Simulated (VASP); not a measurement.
## AlN: single point with r2SCAN

The system is AlN.

```
CELL_PARAMETERS angstrom
0.00000 2.00702 2.00702
2.00702 0.00000 2.00702
2.00702 2.00702 0.00000
ATOMIC_POSITIONS crystal
Al 0.50000 0.50000 0.50000
N 0.00000 0.00000 0.00000
```

```
Program                : VASP 6.6.1
Task                   : single point
Functional             : r2SCAN
Potentials or basis    : VASP PAW PBE potentials, release 64 (Al, N)
Cutoff                 : 520 eV
k mesh                 : 11 × 11 × 11
Occupations            : fermi-dirac, width 0.05 eV
Spin                   : no spin polarisation
Dipole correction      : no
Further INCAR settings : ALGO = Normal; EDIFF = 1e-06; NBANDS = 11
```

| Property | Result |
| --- | --- |
| Pressure | 4.2 GPa |
| Band gap on the k mesh | 5.84 eV, indirect (least direct gap 6.85 eV) |

Levels at points of the mesh, in eV from the valence-band top:
```csv
k point,band 1,band 2,band 3,band 4,band 5,band 6,band 7,band 8,band 9
"(0.00, 0.00, 0.00)",-18.60,0.00,0.00,0.00,6.85,12.98,12.98,12.98,18.75
```

It took 54 s on 1 thread of AMD EPYC 7R43 64-Core Processor (Zen 3), with other jobs on the host, peak memory 0.11 GiB.

Caveat: the PAW data sets were made with another functional, which shifts forces and pressure a little. A k mesh can miss the band edges.
